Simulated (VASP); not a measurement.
Runs of VASP 6.6.1 on NiO2. The structure is that of space group P-3m1 (No. 164), or close to it. The cells are those of the table. 

```tsv
cell	gap on the mesh (eV)	pressure (GPa)	largest force (eV/Å)
a = 2.940, b = 2.940, c = 4.378 Å, angles 90.0, 90.0, 120.0°, 3 atoms	(a)	-9.8	0.44
a = 2.697, b = 2.697, c = 5.199 Å, angles 90.0, 90.0, 120.0°, 3 atoms	1.23	5.5	0.34
a = 2.620, b = 2.620, c = 5.509 Å, angles 90.0, 90.0, 120.0°, 3 atoms	(c)	10.5	0.74
a = 2.863, b = 2.863, c = 4.615 Å, angles 90.0, 90.0, 120.0°, 3 atoms	(b)	(d)	0.29
a = 2.823, b = 2.823, c = 4.748 Å, angles 90.0, 90.0, 120.0°, 3 atoms	0.96	-2.3	0.17
a = 2.740, b = 2.740, c = 5.040 Å, angles 90.0, 90.0, 120.0°, 3 atoms	1.13	2.7	0.14
```

Alike in all rows: task single point; level PBEsol; potentials or basis VASP PAW PBE potentials, release 64 (Ni_sv_GW, O); no spin polarisation; k mesh 12 × 12 × 6; cutoff (eV) 700; smearing gaussian 0.05 eV.

**Question.** Fill in the values left out.

**Answer.** (a) 0.62; (b) 0.86; (c) 1.39; (d) -4.6.

Caveats: the PAW data sets were made with another functional, which shifts forces and pressure a little; the run has no spin polarisation, though such a crystal can be magnetic; the stress differs along the axes, from -16 to 3 GPa (at least some runs); the stress differs along the axes, from -4 to 10 GPa (at least some runs); the stress differs along the axes, from -8 to 20 GPa (at least some runs); the stress differs along the axes, from -8 to 2 GPa (at least some runs); the stress differs along the axes, from -2 to 5 GPa (at least some runs).

A k mesh can miss the band edges.
